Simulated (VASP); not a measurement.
Crystal: Ti.

```
Ti
1.0
     0.00000    2.05671    2.05671
     2.05671    0.00000    2.05671
     2.05671    2.05671    0.00000
Ti
1
Cartesian
  0.0000 0.0000 0.0000
```

This isn't the form of Ti at room conditions, which is hcp.

Base run:

```yaml
Program: VASP 6.6.1
Functional: r2SCAN
Potentials_or_basis: VASP PAW PBE potentials, release 64 (Ti_sv)
Cutoff: 520 eV
k_mesh: 11 × 11 × 11
Occupations: fermi-dirac, width 0.05 eV
Spin: no spin polarisation
```

Its results: band gap on the k mesh zero (bands 6 and 7 overlap by 1.26 eV); pressure 0.1 GPa.

Task: The run is repeated on the same cell with these changes: functional from r2SCAN to HSE06; k mesh from 11 × 11 × 11 to 6 × 6 × 6. What comes out?

Result: Band gap on the k mesh zero (bands 6 and 7 overlap by 1.47 eV); pressure -1.4 GPa.

Several settings changed at once.

Caveats: some runs use coarse meshes; the PAW data sets were made with another functional, which shifts forces and pressure a little.
